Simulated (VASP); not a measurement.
# MgO (vib) (P6_3mc) in VASP: vibrations by perturbation theory with LDA

Aim: the vibrations by perturbation theory of MgO (vib) with LDA.

Everything below comes from runs of VASP 6.6.1. Logs are shortened: lines on timing, memory, paths and dates and some standing lists are left out, and cuts for length are marked.

**1. The cell of the first run**

It takes space group P6_3mc (No. 186, hexagonal). Conventional cell: a = 3.273 Å, b = 3.273 Å, c = 4.913 Å, α = 90.00°, β = 90.00°, γ = 120.00°. Mg (site symmetry 3m) has 4 O at 1.95 to 1.97 Å within 2.6 Å. O (site symmetry 3m) has 4 Mg at 1.95 to 1.97 Å within 2.6 Å.

**2. Vibrations by perturbation theory, LDA**

Input file INCAR:

```
  ALGO = Normal
  EDIFF = 1E-8
  ENCUT = 600
  GGA = CA
  GGA_COMPAT = False
  IBRION = 8
  ISIF = 2
  ISMEAR = 0
  LASPH = True
  LCHARG = False
  LEPSILON = True
  LREAL = False
  LWAVE = False
  NBANDS = 16
  NELM = 120
  NSW = 1
  PREC = Accurate
  SIGMA = 0.01
```

Input file KPOINTS:

```
k-points
0
Gamma
  6 6 4
```

Input file POSCAR:

```
MgO
1.0
    3.2734014573     -0.0000000029      0.0000000000
   -1.6367007262      2.8348488202      0.0000000000
    0.0000000000      0.0000000000      4.9127406013
Mg O
2 2
Direct
    0.3333333333      0.6666666667      0.0016499835
    0.6666666667      0.3333333333      0.5016499835
    0.3333333333      0.6666666667      0.4029500165
    0.6666666667      0.3333333333      0.9029500165
```

Potentials or basis: VASP PAW LDA potentials, release 64 (Mg, O).

Command:

```bash
$ cat potpaw_LDA.64/Mg/POTCAR potpaw_LDA.64/O/POTCAR > POTCAR
$ mpirun -np 1 vasp_std > vasp.out
```

OUTCAR:

```text
EDIFF = 1E-8
   ENCUT = 600
   GGA = CA
   IBRION = 8
   ISIF = 2
   ISMEAR = 0
   LASPH = True
   LEPSILON = True
   LREAL = False
   NELM = 120
   NSW = 1
   PREC = Accurate

 ion  position               nearest neighbor table
   1  0.333  0.667  0.002-   4 1.95   4 1.95   4 1.95   3 1.97   2 3.10   2 3.10   2 3.10   2 3.10
                             2 3.10   2 3.10
   2  0.667  0.333  0.502-   3 1.95   3 1.95   3 1.95   4 1.97   1 3.10   1 3.10   1 3.10   1 3.10
                             1 3.10   1 3.10
   3  0.333  0.667  0.403-   2 1.95   2 1.95   2 1.95   1 1.97
   4  0.667  0.333  0.903-   1 1.95   1 1.95   1 1.95   2 1.97

  LATTYP: Found a hexagonal cell.
 ALAT       =     3.2734014573
 C/A-ratio  =     1.5008060164

  Lattice vectors:

 A1 = (   3.2734014573,  -0.0000000029,   0.0000000000)
 A2 = (  -1.6367007262,   2.8348488202,   0.0000000000)
 A3 = (   0.0000000000,   0.0000000000,   4.9127406013)

Analysis of symmetry for initial positions (statically):
=====================================================================
 Subroutine PRICEL returns:
 Original cell was already a primitive cell.

 Routine SETGRP: Setting up the symmetry group for a
 hexagonal supercell.

 Subroutine GETGRP returns: Found 12 space group operations
 (whereof  6 operations were pure point group operations)
 out of a pool of 24 trial point group operations.

The static configuration has the point symmetry C_3v.
 The point group associated with its full space group is C_6v.

Analysis of symmetry for dynamics (positions and initial velocities):
=====================================================================
 Subroutine PRICEL returns:
 Original cell was already a primitive cell.

 Routine SETGRP: Setting up the symmetry group for a
 hexagonal supercell.

 Subroutine GETGRP returns: Found 12 space group operations
 (whereof  6 operations were pure point group operations)
 out of a pool of 24 trial point group operations.

The dynamic configuration has the point symmetry C_3v.
 The point group associated with its full space group is C_6v.

 Subroutine INISYM returns: Found 12 space group operations
 (whereof  6 operations are pure point group operations),
 and found     1 'primitive' translations

----------------------------------------------------------------------------------------

                                     Primitive cell

  volume of cell :      45.5883

  direct lattice vectors                    reciprocal lattice vectors
     3.273401457 -0.000000003  0.000000000     0.305492624  0.176376248  0.000000000
    -1.636700726  2.834848820  0.000000000     0.000000000  0.352752497  0.000000000
     0.000000000  0.000000000  4.912740601     0.000000000  0.000000000  0.203552372

  length of vectors
     3.273401457  3.273401457  4.912740601     0.352752497  0.352752497  0.203552372

  position of ions in fractional coordinates (direct lattice)
     0.333333333  0.666666667  0.001649984
     0.666666667  0.333333333  0.501649984
     0.333333333  0.666666667  0.402950017
     0.666666667  0.333333333  0.902950017

[... 588 lines left out ...]
    -0.00000  0.03559 -0.00000
    -0.00000 -0.00000  0.03737

[... ionic steps 4 to 9 ...]

--------------------------------------- Ionic step       10  -------------------------------------------

------------------------ aborting loop because EDIFF is reached ----------------------------------------

[... ionic steps 11 to 11 ...]

--------------------------------------- Ionic step       12  -------------------------------------------

 Free energy of the ion-electron system (eV)
  ---------------------------------------------------
  ---------------------------------------------------
  free energy    TOTEN  =        -0.37303781 eV

  energy without entropy =       -0.37303781

------------------------ aborting loop because EDIFF is reached ----------------------------------------

 INTERNAL STRAIN TENSOR  FOR ION    3  DIRECTION 3   (eV/Angst):
 -----------------------------------------------------------------------------
     4.47453 -0.00000 -0.00000
    -0.00000  4.47453  0.00000
    -0.00000 -0.00000-12.49478

 MACROSCOPIC STATIC DIELECTRIC TENSOR (including local field effects in DFT)
 ------------------------------------------------------
           2.935825    -0.000000     0.000000
          -0.000000     2.935825     0.000000
           0.000000     0.000000     3.052938
 ------------------------------------------------------

 PIEZOELECTRIC TENSOR (including local field effects)  for field in x, y, z        (e  Angst)
          XX          YY          ZZ          XY          YZ          ZX
  --------------------------------------------------------------------------------
  x     0.00000    -0.00000     0.00000    -0.00000    -0.00000     0.19118
  y     0.00000     0.00000     0.00000     0.00000     0.19118    -0.00000
  z     0.10128     0.10128     0.10633    -0.00000    -0.00000     0.00000

 PIEZOELECTRIC TENSOR (including local field effects)  for field in x, y, z        (C/m^2)
          XX          YY          ZZ          XY          YZ          ZX
  --------------------------------------------------------------------------------
  x     0.00000    -0.00000     0.00000    -0.00000    -0.00000     0.06719
  y     0.00000     0.00000     0.00000     0.00000     0.06719    -0.00000
  z     0.03559     0.03559     0.03737    -0.00000    -0.00000     0.00000

 BORN EFFECTIVE CHARGES (including local field effects) (in |e|, cummulative output)
 ---------------------------------------------------------------------------------
 ion    1
    1     1.78138    -0.00000     0.00000
    2    -0.00000     1.78138     0.00000
    3    -0.00000    -0.00000     1.90260
 ion    2
    1     1.78138    -0.00000     0.00000
    2    -0.00000     1.78138    -0.00000
    3     0.00000     0.00000     1.90260
 ion    3
    1    -1.78138     0.00000     0.00000
    2     0.00000    -1.78138     0.00000
    3    -0.00000     0.00000    -1.90260
 ion    4
    1    -1.78138     0.00000     0.00000
    2     0.00000    -1.78138    -0.00000
    3     0.00000    -0.00000    -1.90260

 INTERNAL STRAIN TENSOR FOR ION    4 for displacements in x,y,z  (eV/Angst):
          X           Y           Z          XY          YZ          ZX
  --------------------------------------------------------------------------------
  x     0.00000    -0.00000     0.00000     9.46309    -0.00000     3.99403
  y     9.46309    -9.46309     0.00000    -0.00000     3.87886    -0.00000
  z     4.47453     4.47453   -12.49478    -0.00000     0.00000    -0.00000

 SECOND DERIVATIVES (NOT SYMMETRIZED)
 ------------------------------------
               1X          1Y          1Z          2X          2Y          2Z          3X          3Y          3Z          4X          4Y          4Z
  1X   -11.520240    0.000000    0.000000    0.636515   -0.000000    0.000000    0.846270   -0.000000    0.000000   10.037456   -0.000000    0.000000
  1Y     0.000000  -11.520240    0.000000   -0.000000    0.636515    0.000000   -0.000000    0.846270   -0.000000   -0.000000   10.037456    0.000000
  1Z    -0.000000    0.000000  -12.341029   -0.000000    0.000000    5.264522    0.000000    0.000000    3.476884    0.000000   -0.000000    3.599624
  2X     0.636515   -0.000000    0.000000  -11.520240    0.000000   -0.000000   10.037456   -0.000000   -0.000000    0.846270   -0.000000    0.000000
  2Y    -0.000000    0.636515   -0.000000    0.000000  -11.520240   -0.000000   -0.000000   10.037456   -0.000000   -0.000000    0.846270    0.000000
  2Z     0.000000    0.000000    5.264522    0.000000   -0.000000  -12.341029   -0.000000    0.000000    3.599624    0.000000    0.000000    3.476884
  3X     0.841851   -0.000000    0.000000   10.032437   -0.000000    0.000000  -11.557077    0.000000   -0.000000    0.682789   -0.000000    0.000000
  3Y    -0.000000    0.841851    0.000000   -0.000000   10.032437    0.000000    0.000000  -11.557077   -0.000000   -0.000000    0.682789   -0.000000
  3Z    -0.000000   -0.000000    3.478712   -0.000000    0.000000    3.594780   -0.000000    0.000000  -11.969307    0.000000   -0.000000    4.895815
  4X    10.032437   -0.000000   -0.000000    0.841851   -0.000000   -0.000000    0.682789   -0.000000   -0.000000  -11.557077    0.000000    0.000000
  4Y    -0.000000   10.032437   -0.000000   -0.000000    0.841851   -0.000000   -0.000000    0.682789    0.000000    0.000000  -11.557077    0.000000
  4Z     0.000000   -0.000000    3.594780    0.000000    0.000000    3.478712    0.000000    0.000000    4.895815    0.000000   -0.000000  -11.969307

 Eigenvectors and eigenvalues of the dynamical matrix
 ----------------------------------------------------

   1 f  =   16.599600 THz   104.298360 2PiTHz  553.703041 cm-1    68.650397 meV
             X         Y         Z           dx          dy          dz
      0.000000  1.889899  0.008106     0.408267   -0.178629   -0.000000
      1.636701  0.944950  2.464476     0.408267   -0.178629    0.000000
      0.000000  1.889899  1.979589    -0.502972    0.220065   -0.000000
      1.636701  0.944950  4.435959    -0.502972    0.220065    0.000000
[... 71 lines left out ...]
  12 f/i=    0.003523 THz     0.022135 2PiTHz    0.117510 cm-1     0.014569 meV
             X         Y         Z           dx          dy          dz
      0.000000  1.889899  0.008106    -0.149246   -0.528332   -0.000000
      1.636701  0.944950  2.464476    -0.149246   -0.528332   -0.000000
      0.000000  1.889899  1.979589    -0.121145   -0.428852   -0.000000
      1.636701  0.944950  4.435959    -0.121145   -0.428852   -0.000000

--------------------------------------------------------------------------------------------------------

 MACROSCOPIC STATIC DIELECTRIC TENSOR IONIC CONTRIBUTION
 ------------------------------------------------------
           2.315610    -0.000000    -0.000000
          -0.000000     2.315610    -0.000000
          -0.000000    -0.000000     4.061742
 ------------------------------------------------------

 ELASTIC MODULI CONTR FROM IONIC RELAXATION (kBar)
 Direction    XX          YY          ZZ          XY          YZ          ZX
 --------------------------------------------------------------------------------
 XX        -747.9443    350.1117    555.6479      0.0000     -0.0000     -0.0000
 YY         350.1117   -747.9443    555.6479      0.0000      0.0000      0.0000
 ZZ         555.6479    555.6479  -1552.1330     -0.0000     -0.0000     -0.0000
 XY           0.0000      0.0000     -0.0000   -549.0280     -0.0000     -0.0000
 YZ          -0.0000      0.0000     -0.0000     -0.0000    -93.7237      0.0000
 ZX          -0.0000      0.0000     -0.0000      0.0000      0.0000   -100.0157
 --------------------------------------------------------------------------------

 PIEZOELECTRIC TENSOR IONIC CONTR  for field in x, y, z        (C/m^2)
          XX          YY          ZZ          XY          YZ          ZX
  --------------------------------------------------------------------------------
  x    -0.00000     0.00000    -0.00000     0.00000     0.00000    -0.45283
  y    -0.00000     0.00000    -0.00000    -0.00000    -0.43836     0.00000
  z    -0.84579    -0.84579     2.36261     0.00000     0.00000     0.00000
```

Run time: 3.3 min. Hardware: 1 thread of Intel Xeon Platinum 8488C (Sapphire Rapids), shared host; peak memory 0.33 GiB.

Results:

```
Electronic dielectric tensor (diagonal)                 : 2.94, 2.94, 3.05
Born charges (mean of the diagonal)                     : Mg +1.82; O -1.82 e
Highest phonon frequency at Γ, LO-TO splitting left out : 554 cm⁻¹
```

Phonon frequencies in cm⁻¹ (negative: imaginary):
| q point | frequencies |
| --- | --- |
| (0.000, 0.000, 0.000) | 0 0 0 201 201 444 447 535 551 551 554 554 |

Electronic dielectric tensor:
```
2.94 0.00 0.00
0.00 2.94 0.00
0.00 0.00 3.05
```

Born effective charge tensors (e):
atom 1, Mg
```
1.78 0.00 0.00
0.00 1.78 0.00
0.00 0.00 1.90
```
atom 2, Mg
```
1.78 0.00 0.00
0.00 1.78 0.00
0.00 0.00 1.90
```
atom 3, O
```
-1.78  0.00  0.00
 0.00 -1.78  0.00
 0.00  0.00 -1.90
```
atom 4, O
```
-1.78  0.00  0.00
 0.00 -1.78  0.00
 0.00  0.00 -1.90
```

Caveat: the k points lie up to 0.37 Å⁻¹ apart; the cell wasn't relaxed at this level first, which shifts response properties.
